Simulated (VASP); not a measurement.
# Ge (R-3m) in VASP: a series of runs

Ge is run at these levels: PBE; tasks: electric field gradients.

Everything below comes from runs of VASP 6.6.1. Logs are shortened: lines on timing, memory, paths and dates and some standing lists are left out, and cuts for length are marked.

**1. The cell of the first run**

It takes space group R-3m (No. 166, trigonal). Conventional cell: a = 4.020 Å, b = 4.020 Å, c = 9.701 Å, α = 90.00°, β = 90.00°, γ = 120.00°. Within 3.2 Å of Ge (site symmetry 3m) lie 4 Ge at 2.43 to 2.46 Å.

**2. Electric field gradients, PBE (equal xy, yz and zx shear strains of -1 %)**

Input file INCAR:

```
  PREC = Accurate
  ENCUT = 520
  EDIFF = 1E-8
  ISMEAR = -1
  SIGMA = 0.05
  LREAL = False
  LASPH = True
  NELM = 60
  ALGO = Normal
  ISIF = 2
  LWAVE = False
  LCHARG = False
  GGA = PE
  LEFG = True
  NBANDS = 21
```

Input file KPOINTS:

```
regular mesh
0
Gamma
  10 10 10
```

Input file POSCAR:

```
Ge
1.0
   -0.0282877000      2.8146261500      2.8146261500
    2.8146261500     -0.0282877000      2.8146261500
    2.8146261500      2.8146261500     -0.0282877000
Ge
2
Direct
    0.5000000000      0.5000000000      0.5000000000
    0.7500000000      0.7500000000      0.7500000000
```

Potentials or basis: VASP PAW PBE potentials, release 64 (Ge_d).

Launch:

```sh
$ cat potpaw_PBE.64/Ge_d/POTCAR > POTCAR
$ mpirun -np 1 vasp_std > vasp.out
```

OUTCAR:

```text
PREC = Accurate
   ENCUT = 520
   EDIFF = 1E-8
   ISMEAR = -1
   LREAL = False
   LASPH = True
   NELM = 60
   ISIF = 2
   GGA = PE

 ion  position               nearest neighbor table
   1  0.500  0.500  0.500-   2 2.43   2 2.46   2 2.46   2 2.46
   2  0.750  0.750  0.750-   1 2.43   1 2.46   1 2.46   1 2.46

  LATTYP: Found a trigonal (rhomboedric) cell.
 ALAT       =     3.9805829878
 COS(alpha) =     0.4899250057

  Lattice vectors:

 A1 = (  -0.0282877000,   2.8146261500,   2.8146261500)
 A2 = (   2.8146261500,  -0.0282877000,   2.8146261500)
 A3 = (   2.8146261500,   2.8146261500,  -0.0282877000)

Analysis of symmetry for initial positions (statically):
=====================================================================
 Subroutine PRICEL returns:
 Original cell was already a primitive cell.

 Routine SETGRP: Setting up the symmetry group for a
 trigonal (rhombohedral) supercell.

 Subroutine GETGRP returns: Found 12 space group operations
 (whereof  6 operations were pure point group operations)
 out of a pool of 12 trial point group operations.

The static configuration has the point symmetry C_3v.
 The point group associated with its full space group is D_3d.

Analysis of symmetry for dynamics (positions and initial velocities):
=====================================================================
 Subroutine PRICEL returns:
 Original cell was already a primitive cell.

 Routine SETGRP: Setting up the symmetry group for a
 trigonal (rhombohedral) supercell.

 Subroutine GETGRP returns: Found 12 space group operations
 (whereof  6 operations were pure point group operations)
 out of a pool of 12 trial point group operations.

The dynamic configuration has the point symmetry C_3v.
 The point group associated with its full space group is D_3d.

 Subroutine INISYM returns: Found 12 space group operations
 (whereof  6 operations are pure point group operations),
 and found     1 'primitive' translations

----------------------------------------------------------------------------------------

                                     Primitive cell

  volume of cell :      45.2679

  direct lattice vectors                    reciprocal lattice vectors
    -0.028287700  2.814626150  2.814626150    -0.174987627  0.176764151  0.176764151
     2.814626150 -0.028287700  2.814626150     0.176764151 -0.174987627  0.176764151
     2.814626150  2.814626150 -0.028287700     0.176764151  0.176764151 -0.174987627

  length of vectors
     3.980582988  3.980582988  3.980582988     0.305142261  0.305142261  0.305142261

  position of ions in fractional coordinates (direct lattice)
     0.500000000  0.500000000  0.500000000
     0.750000000  0.750000000  0.750000000

  ion indices of the primitive-cell ions
   primitive index   ion index
                 1           1
                 2           2

----------------------------------------------------------------------------------------

 KPOINTS: regular mesh

Automatic generation of k-mesh.
 Grid dimensions read from file:
 generate k-points for:   10   10   10

 Generating k-lattice:

  Cartesian coordinates                     Fractional coordinates (reciprocal lattice)
    -0.017498763  0.017676415  0.017676415     0.100000000  0.000000000  0.000000000
     0.017676415 -0.017498763  0.017676415     0.000000000  0.100000000  0.000000000
     0.017676415  0.017676415 -0.017498763     0.000000000  0.000000000  0.100000000

  Length of vectors
     0.030514226  0.030514226  0.030514226

  Shift w.r.t. Gamma in fractional coordinates (k-lattice)
     0.000000000  0.000000000  0.000000000

 Subroutine IBZKPT returns following result:
 ===========================================

 Found    116 irreducible k-points:

 Following reciprocal coordinates:
            Coordinates               Weight
  0.000000  0.000000  0.000000      1.000000
  0.100000  0.000000  0.000000      6.000000
  0.200000  0.000000  0.000000      6.000000
  0.300000  0.000000  0.000000      6.000000
  0.400000 -0.000000 -0.000000      6.000000
  0.500000 -0.000000 -0.000000      3.000000
[... 16 lines left out ...]
  0.300000  0.300000  0.000000      6.000000
  0.400000  0.300000  0.000000     12.000000
 [... further k-points ...]
   k-points           NKPTS =    116   k-points in BZ     NKDIM =    116   number of bands    NBANDS=     21
   number of dos      NEDOS =    301   number of ions     NIONS =      2
   total plane-waves  NPLWV =  27000
   dimension x,y,z NGX =    30 NGY =   30 NGZ =   30
   dimension x,y,z NGXF=    60 NGYF=   60 NGZF=   60
   ions per type =               2
   NGX,Y,Z   is equivalent  to a cutoff of  12.53, 12.53, 12.53 a.u.
   NGXF,Y,Z  is equivalent  to a cutoff of  25.06, 25.06, 25.06 a.u.
 SYSTEM =  unknown system
   PREC   = accura    normal or accurate (medium, high low for compatibility)
   ISTART =      0    job   : 0-new  1-cont  2-samecut
   ICHARG =      2    charge: 1-file 2-atom 10-const
   ISPIN  =      1    spin polarized calculation?
   LNONCOLLINEAR =      F non collinear calculations
   LSORBIT =      F    spin-orbit coupling
   LASPH  =      T    aspherical Exc in radial PAW
   ENCUT  =  520.0 eV  38.22 Ry    6.18 a.u.   7.40  7.40  7.40*2*pi/ulx,y,z
   NELM   =     60;   NELMIN=  2; NELMDL= -5     # of ELM steps
   EDIFF  = 0.1E-07   stopping-criterion for ELM
   LREAL  =      F    real-space projection
   EDIFFG = 0.1E-06   stopping-criterion for IOM
   NSW    =      0    number of steps for IOM
   IBRION =     -1    ionic relax: 0-MD 1-quasi-New 2-CG
   NFREE  =      0    steps in history (QN), initial steepest desc. (CG)
   ISIF   =      2    stress and relaxation
   ISYM   =      2    0-nonsym 1-usesym 2-fastsym
   POTIM  = 0.5000    time-step for ionic-motion
   TEBEG  =    0.0;   TEEND  =   0.0 temperature during run
   PSTRESS=    0.0 pullay stress
   NELECT =      28.0000    total number of electrons
   NUPDOWN=      -1.0000    fix difference up-down
   EMIN   =  10.00;   EMAX   =-10.00  energy-range for DOS
   EFERMI =   0.00;   METHOD = LEGACY
   ISMEAR =    -1;   SIGMA  =   0.05  broadening in eV -4-tet -1-fermi 0-gaus
   EFERMI_NEDOS =   21; number of points for ismear=-14 and -15
   IALGO  =     38    algorithm
   IMIX   =      4    mixing-type and parameters
     AMIX     =   0.40;   BMIX     =  1.00
     AMIX_MAG =   1.60;   BMIX_MAG =  1.00
  volume/ion in A,a.u.               =      22.63       152.74
  Fermi-wavevector in a.u.,A,eV,Ry     =   1.394860  2.635904 26.471981  1.945636
  Thomas-Fermi vector in A             =   2.518368
   LORBIT       =      0    0 simple, 1 ext, 2 COOP (PROOUT), +10 PAW based schemes
   GGA     = PE    functional components
   LHFCALC =     F    Hartree Fock is set to
   AEXX    =    0.0000 exact exchange contribution
   IVDW    =     0    specifies the selected vdW correction
   LEPSILON=     F    determine dielectric tensor
   LRPA    =     F    only Hartree local field effects (RPA)
 non-spin polarized calculation
  energy-cutoff  :      520.00
  volume of cell :       45.27
 maximum number of plane-waves:      1243
 NGX is ok and might be reduce to    30
   NGX = 15   NGY = 15   NGZ = 15

 number of electron      28.0000019 magnetization

 Free energy of the ion-electron system (eV)
  ---------------------------------------------------
  ext. energy  EPLUGINS =         0.00000000
  ---------------------------------------------------
  free energy    TOTEN  =        -9.00290492 eV

  energy without entropy =       -9.00238802  energy(sigma->0) =       -9.00264647

 E-fermi :   5.0282     XC(G=0):  -9.9256

 val. band max:        5.0216066698   @ k =   0.0000   0.0000   0.0000
 cond. band min:       5.0593004630   @ k =   0.5000   0.5000   0.5000
 fundamental gap:      0.0376937932
 Fermi energy:         5.0281670170

 k-point     1 :       0.0000    0.0000    0.0000
  band No.  band energies     occupation
      1     -19.8322      2.00000
      2     -19.8159      2.00000
      3     -19.8159      2.00000
      4     -19.7851      2.00000
      5     -19.7851      2.00000
      6     -19.5796      2.00000
[... 13 lines left out ...]
     20      14.4800      0.00000
     21      14.4800      0.00000

 k-point     2 :       0.1000    0.0000    0.0000
  band No.  band energies     occupation
      1     -19.8364      2.00000
      2     -19.8222      2.00000
      3     -19.8149      2.00000
      4     -19.7780      2.00000
      5     -19.7770      2.00000
      6     -19.5861      2.00000
[... 13 lines left out ...]
     20      13.7522      0.00000
     21      13.8161      0.00000
[... 487 lines left out ...]
      5     -19.6965      2.00000
      6     -19.6828      2.00000
[... 13 lines left out ...]
     20      16.0114      0.00000
     21      16.2177      0.00000

 k-point    24 :       0.4000    0.3000    0.0000
  band No.  band energies     occupation
      1     -19.8547      2.00000
      2     -19.8504      2.00000
      3     -19.8048      2.00000
      4     -19.7219      2.00000
      5     -19.7029      2.00000
      6     -19.6769      2.00000
[... 13 lines left out ...]
     20      16.6421      0.00000
     21      16.7898      0.00000

 [... further k-points ...]
[... 5 lines left out ...]
  --------------------------------------------------------------------------------------
  -------------------------------------------------------------------------------------
  Total        1.0252625      1.0252625      1.0252625      0.2464216      0.2464216      0.2464216
  in kB       36.2873639     36.2873639     36.2873639      8.7216588      8.7216588      8.7216588
  external PRESSURE =      36.2873639 kB  Pullay stress =       0.0000000 kB

 VOLUME and BASIS-vectors are now :
 -----------------------------------------------------------------------------
  energy-cutoff  :      520.00
  volume of cell :       45.27
      direct lattice vectors                 reciprocal lattice vectors
    -0.028287700  2.814626150  2.814626150    -0.174987627  0.176764151  0.176764151
     2.814626150 -0.028287700  2.814626150     0.176764151 -0.174987627  0.176764151
     2.814626150  2.814626150 -0.028287700     0.176764151  0.176764151 -0.174987627

 POSITION                                       TOTAL-FORCE (eV/Angst)
 -----------------------------------------------------------------------------------
      2.80048      2.80048      2.80048        -0.097975     -0.097975     -0.097975
      4.20072      4.20072      4.20072         0.097975      0.097975      0.097975
 -----------------------------------------------------------------------------------
    total drift:                                0.000000     -0.000000     -0.000000

  FREE ENERGIE OF THE ION-ELECTRON SYSTEM (eV)
  ---------------------------------------------------
  free  energy   TOTEN  =        -9.0029049165 eV

  energy  without entropy=       -9.0023880211  energy(sigma->0) =       -9.00264647

 Electric field gradients (V/A^2)
---------------------------------------------------------------------
 ion       V_xx      V_yy      V_zz      V_xy      V_xz      V_yz
---------------------------------------------------------------------
   1      -0.000    -0.000    -0.000    -4.927    -4.927    -4.927
   2      -0.000    -0.000    -0.000    -4.927    -4.927    -4.927
---------------------------------------------------------------------

 Electric field gradients after diagonalization (V/A^2)
 (convention: |V_zz| > |V_xx| > |V_yy|)
----------------------------------------------------------------------
 ion       V_xx      V_yy      V_zz     asymmetry (V_yy - V_xx)/ V_zz
----------------------------------------------------------------------
   1       4.927     4.927    -9.854       0.000
   2       4.927     4.927    -9.854       0.000
----------------------------------------------------------------------

           NMR quadrupolar parameters

 Cq : quadrupolar parameter    Cq=e*Q*V_zz/h
 eta: asymmetry parameters     (V_yy - V_xx)/ V_zz
 Q  : nuclear electric quadrupole moment in mb (millibarn)
----------------------------------------------------------------------
 ion       Cq(MHz)       eta       Q (mb)
----------------------------------------------------------------------
   1      -0.024       0.000       1.000
   2      -0.024       0.000       1.000
----------------------------------------------------------------------
```

It took 2.1 min on 1 thread of Intel Xeon Platinum 8259CL at 2.50GHz (Skylake/Cascade Lake), shared host; peak memory 0.22 GiB.

What came out:

```yaml
Free_energy: -9.0029 eV
Pressure: 3.6 GPa
Largest_force: 0.170 eV/Å
```

Forces in eV/Å, atoms in the order of the input:
```
Ge  -0.098 -0.098 -0.098
Ge   0.098  0.098  0.098
```

Stress tensor (GPa, compression positive):
```
3.63 0.87 0.87
0.87 3.63 0.87
0.87 0.87 3.63
```

Electric field gradients, principal values (V/Å²):
```csv
atom,least,middle,greatest (by size)
1 Ge,4.927,4.927,-9.854
2 Ge,4.927,4.927,-9.854
```

Caveat: the cell differs from its parent crystal (equal xy, yz and zx shear strains of -1 %); without QUAD_EFG the Cq values of the log hold for a quadrupole moment of 1 mb, not for the nuclei.

**3. Electric field gradients, PBE (equal xy, yz and zx shear strains of +2 %)**

Input file INCAR:

```
SYSTEM = Ge
PREC = Accurate
ENCUT = 520
EDIFF = 1E-8
ISMEAR = -1
SIGMA = 0.05
LREAL = .False.
LASPH = .True.
NELM = 100
ALGO = Normal
ISIF = 2
LWAVE = .False.
LCHARG = .False.
GGA = PE
LEFG = .True.
NBANDS = 21
```

Input file KPOINTS:

```
regular mesh
0
Gamma
  10 10 10
  0 0 0
```

Input file POSCAR:

```
Ge
1.0
    0.0565754000      2.8570577000      2.8570577000
    2.8570577000      0.0565754000      2.8570577000
    2.8570577000      2.8570577000      0.0565754000
Ge
2
Direct
    0.5000000000      0.5000000000      0.5000000000
    0.7500000000      0.7500000000      0.7500000000
```

Potentials or basis: VASP PAW PBE potentials, release 64 (Ge_d).

Launch:

```sh
$ cat potpaw_PBE.64/Ge_d/POTCAR > POTCAR
$ mpirun -np 1 vasp_std > vasp.out
```

OUTCAR:

```text
SYSTEM = Ge
   PREC = Accurate
   ENCUT = 520
   EDIFF = 1E-8
   ISMEAR = -1
   LREAL = .False.
   LASPH = .True.
   NELM = 100
   ISIF = 2
   GGA = PE

 ion  position               nearest neighbor table
   1  0.500  0.500  0.500-   2 2.43   2 2.43   2 2.43   2 2.50
   2  0.750  0.750  0.750-   1 2.43   1 2.43   1 2.43   1 2.50

  LATTYP: Found a trigonal (rhomboedric) cell.
 ALAT       =     4.0408858160
 COS(alpha) =     0.5197000882

  Lattice vectors:

[... 789 lines left out ...]

  FREE ENERGIE OF THE ION-ELECTRON SYSTEM (eV)
  ---------------------------------------------------
  free  energy   TOTEN  =        -8.9923017532 eV

  energy  without entropy=       -8.9916997618  energy(sigma->0) =       -8.99200076

 Electric field gradients (V/A^2)
---------------------------------------------------------------------
 ion       V_xx      V_yy      V_zz      V_xy      V_xz      V_yz
---------------------------------------------------------------------
   1      -0.000    -0.000     0.000     9.611     9.611     9.611
   2      -0.000     0.000     0.000     9.611     9.611     9.611
---------------------------------------------------------------------

 Electric field gradients after diagonalization (V/A^2)
 (convention: |V_zz| > |V_xx| > |V_yy|)
----------------------------------------------------------------------
 ion       V_xx      V_yy      V_zz     asymmetry (V_yy - V_xx)/ V_zz
----------------------------------------------------------------------
   1      -9.611    -9.611    19.222       0.000
   2      -9.611    -9.611    19.222       0.000
----------------------------------------------------------------------

           NMR quadrupolar parameters

 Cq : quadrupolar parameter    Cq=e*Q*V_zz/h
 eta: asymmetry parameters     (V_yy - V_xx)/ V_zz
 Q  : nuclear electric quadrupole moment in mb (millibarn)
----------------------------------------------------------------------
 ion       Cq(MHz)       eta       Q (mb)
----------------------------------------------------------------------
   1       0.046       0.000       1.000
   2       0.046       0.000       1.000
----------------------------------------------------------------------
```

stdout:

```text
POSCAR found type information on POSCAR Ge
 POSCAR found :  1 types and       2 ions
 scaLAPACK will be used
 LDA part: xc-table for (Slater+PW92), standard interpolation
 POSCAR, INCAR and KPOINTS ok, starting setup
 FFT: planning ... GRIDC
 FFT: planning ... GRID_SOFT
 FFT: planning ... GRID
 WAVECAR not read
 entering main loop
ion   1

ion   2
```

Wall time 2.1 min (1 thread of Intel Xeon Platinum 8259CL at 2.50GHz (Skylake/Cascade Lake), shared host); peak memory 0.22 GiB.

What came out:

| Quantity | Value |
| --- | --- |
| Free energy | -8.9923 eV |
| Pressure | 3.7 GPa |
| Largest force | 0.287 eV/Å |
| Band gap on the k mesh | zero (filled and empty bands touch) |

Forces in eV/Å, atoms in the order of the input:
```
Ge   0.166  0.166  0.166
Ge  -0.166 -0.166 -0.166
```

Stress tensor (GPa, compression positive):
```
 3.73 -1.65 -1.65
-1.65  3.73 -1.65
-1.65 -1.65  3.73
```

Levels at points of the mesh, in eV from the Fermi level:
| k point | band 10 | band 11 | band 12 | band 13 | band 14 | band 15 | band 16 | band 17 | band 18 | band 19 |
| --- | --- | --- | --- | --- | --- | --- | --- | --- | --- | --- |
| (0.00, 0.00, 0.00) | -24.58 | -12.80 | -0.07 | -0.03 | 0.00 | 0.00 | 2.29 | 2.68 | 2.68 | 6.42 |
| (0.50, 0.00, 0.00) | -24.54 | -10.64 | -7.65 | -1.48 | -1.46 | 0.08 | 3.54 | 3.86 | 7.07 | 10.29 |
| (0.50, 0.50, 0.00) | -24.53 | -9.01 | -8.81 | -3.19 | -3.00 | 0.62 | 0.85 | 9.44 | 9.46 | 11.60 |
| (0.50, 0.50, 0.50) | -24.55 | -10.91 | -7.53 | -1.28 | -1.28 | 0.41 | 3.82 | 3.82 | 7.26 | 10.55 |

Electric field gradients, principal values (V/Å²):
```csv
atom,least,middle,greatest (by size)
1 Ge,-9.611,-9.611,19.222
2 Ge,-9.611,-9.611,19.222
```

Caveat: the cell differs from its parent crystal (equal xy, yz and zx shear strains of +2 %); without QUAD_EFG the Cq values of the log hold for a quadrupole moment of 1 mb, not for the nuclei.
